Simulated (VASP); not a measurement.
Write the native input for VASP 6.6.1 that does the following.

| Property | Result |
| --- | --- |
| Task | single point |
| Functional | r2SCAN |
| Potentials or basis | VASP PAW PBE potentials, release 64 (W_sv, C) |
| Cutoff | 520 eV |
| k mesh | 18 × 18 × 14 |
| Occupations | gaussian, width 0.1 eV |
| Spin | no spin polarisation |
| Dipole correction | no |
| Further INCAR settings | ALGO = Normal; EDIFF = 1e-06; NBANDS = 16 |

WC:

```
W C
1.0
     2.91474    0.00000    0.00000
    -1.45737    2.52424    0.00000
     0.00000    0.00000    2.83816
W C
1 1
Direct
  0.00000 0.00000 0.00000
  0.66667 0.33333 0.50000
```

The input as run:

POSCAR

```
WC
1.0
    2.9147392300      0.0000000000      0.0000000000
   -1.4573696150      2.5242382186      0.0000000000
    0.0000000000      0.0000000000      2.8381602487
W C
1 1
Direct
    0.0000000000      0.0000000000      0.0000000000
    0.6666666667      0.3333333333      0.5000000000
```

INCAR.step1

```
ALGO     = Normal         # electronic algorithm
EDIFF    = 1E-4           # SCF threshold, eV
ENCUT    = 520            # plane-wave cutoff, eV
GGA      = PE             # functional
ISMEAR   = 0              # smearing method
LASPH    = T              # aspherical terms in the spheres
LCHARG   = F              # write CHGCAR
LREAL    = F              # projectors in reciprocal space
LWAVE    = T              # write WAVECAR
NBANDS   = 16             # bands
NELM     = 80             # most SCF steps
PREC     = Accurate       # precision mode
SIGMA    = 0.1            # smearing width, eV
```

INCAR.step2

```
ALGO     = Normal         # electronic algorithm
EDIFF    = 1E-6           # SCF threshold, eV
ENCUT    = 520            # plane-wave cutoff, eV
ISIF     = 2              # what is computed and relaxed
ISMEAR   = 0              # smearing method
ISTART   = 1            
LASPH    = T              # aspherical terms in the spheres
LCHARG   = F              # write CHGCAR
LMIXTAU  = T            
LREAL    = F              # projectors in reciprocal space
LWAVE    = F              # write WAVECAR
METAGGA  = R2SCAN         # meta-GGA
NBANDS   = 16             # bands
NELM     = 80             # most SCF steps
PREC     = Accurate       # precision mode
SIGMA    = 0.1            # smearing width, eV
```

KPOINTS

```
k-points
0
Gamma
  18 18 14
```

Potentials or basis: VASP PAW PBE potentials, release 64 (W_sv, C).

Launch:

```bash
$ cat potpaw_PBE.64/W_sv/POTCAR potpaw_PBE.64/C/POTCAR > POTCAR
$ cp INCAR.step1 INCAR
$ mpirun -np 1 vasp_std > vasp.out
$ cp INCAR.step2 INCAR
$ mpirun -np 1 vasp_std > vasp.out
```

It gave:

* Pressure: 0.9 GPa
* Band gap on the k mesh: zero (band 9 reaches 11.63 eV, above the bottom of band 10 at 10.31 eV)

Caveat: the PAW data sets were made with another functional, which shifts forces and pressure a little; spin-orbit coupling is left out, which moves the levels of the heavy elements.

Run time: 2.5 min on 1 thread of Intel(R) Xeon(R) Platinum 8488C (Sapphire Rapids), with other jobs on the host, peak memory 0.22 GiB.
